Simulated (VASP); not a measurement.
Wanted: the native input for a VASP 6.6.1 run.

- Task: relaxation of cell and atoms
- Functional: PBE
- Potentials or basis: VASP PAW PBE potentials, release 64 (B, Ru_pv)
- Cutoff: 600 eV
- k mesh: 6 × 6 × 6
- Occupations: gaussian, width 0.1 eV
- Spin: no spin polarisation
- Dipole correction: no
- Further INCAR settings: ALGO = Normal; EDIFF = 1e-06; IBRION = 2; EDIFFG = -0.04; NSW = 90; ISIF = 3

The structure of BRu4 lies in POSCAR:

```
BRu4
1.0
   -2.4482817500      2.4482817500      2.4482817500
    2.4482817500     -2.4482817500      2.4482817500
    2.4482817500      2.4482817500     -2.4482817500
B Ru
1 4
Direct
    0.0000000000      0.0000000000      0.0000000000
    0.5000000000      0.5000000000      0.5000000000
    0.5000000000      0.0000000000      0.0000000000
    0.0000000000      0.0000000000      0.5000000000
    0.0000000000      0.5000000000      0.0000000000
```

The cell was built from a structure type or drawn by symmetry, and may not be a known phase.

These files were run (other wordings do the same):

INCAR

```
SYSTEM = BRu4
PREC = Accurate
ENCUT = 600
EDIFF = 1E-6
ISMEAR = 0
SIGMA = 0.1
LREAL = .False.
LASPH = .True.
NELM = 100
ALGO = Normal
ISIF = 3
LWAVE = .False.
LCHARG = .False.
GGA = PE
IBRION = 2
NSW = 90
EDIFFG = -0.04
```

KPOINTS

```
regular mesh
0
Gamma
  6 6 6
  0 0 0
```

Potentials or basis: VASP PAW PBE potentials, release 64 (B, Ru_pv).

The run is started by

```console
$ cat potpaw_PBE.64/B/POTCAR potpaw_PBE.64/Ru_pv/POTCAR > POTCAR
$ mpirun -np 1 vasp_std > vasp.out
```

It gave:

The relaxed volume is 13.90 Å³/atom and the relaxed cell is a = 4.487 Å, b = 4.487 Å, c = 4.487 Å, α = 109.47°, β = 109.47°, γ = 109.47°. The space group after relaxing (to 0.1 Å) is Im-3m (No. 229). The pressure after relaxing is 0.0 GPa and the band gap on the k mesh is zero (an odd number of electrons rules out a gap without spin polarisation).

Caveat: the volume moved by over 15 % at a fixed basis, so the end points are rough.

Wall time 3.2 min on 1 thread of AMD EPYC 9R14 (Zen 4), on a shared host, peak memory 0.19 GiB.
